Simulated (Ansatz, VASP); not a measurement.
# Ir in VASP and in Ansatz

```xyz
2
Lattice="0.0000 0.0000 2.4650 2.2896 -2.1760 1.2325 2.2896 2.1760 -1.2325" Properties=species:S:1:pos:R:3 pbc="T T T"
Ir    2.2896   -1.0880    1.7083
Ir    2.2896    1.0880    0.7568
```

Alike in both runs: task relaxation of cell and atoms; functional r2SCAN; k mesh 8 × 8 × 8; no spin polarisation.

|  | VASP | Ansatz |
| --- | --- | --- |
| version | VASP 6.6.1 | Ansatz 0.2.0 |
| potentials or method | VASP PAW PBE potentials, release 64 (Ir), cutoff 600 eV | PAW plane waves |
| occupations | fermi-dirac, width 0.1 eV | fermi-dirac |
| valence electrons in the cell | 18 | 34 |

```tsv
	VASP	Ansatz	Ansatz less VASP
gap on the k mesh at the Fermi level, each at its own relaxed structure (eV)	none	none	-
relaxed volume (Å³/atom)	15.67	15.58	-0.093
relaxed cell length with the largest relative difference (Å)	2.638	2.632	-0.0053
```

VASP's potentials were made for PBE, not for r2SCAN. A gap of «none» marks a metal or a gap that the smearing closes. VASP's potentials hold 18 valence electrons a cell and Ansatz's 34, so a difference there can come from the potentials and not from the codes.

The k mesh is coarse, so the values compare programs but aren't converged. Spin-orbit coupling is off throughout. Noted on VASP's run: the volume moved by over 15 % at a fixed basis, so the end points are rough.
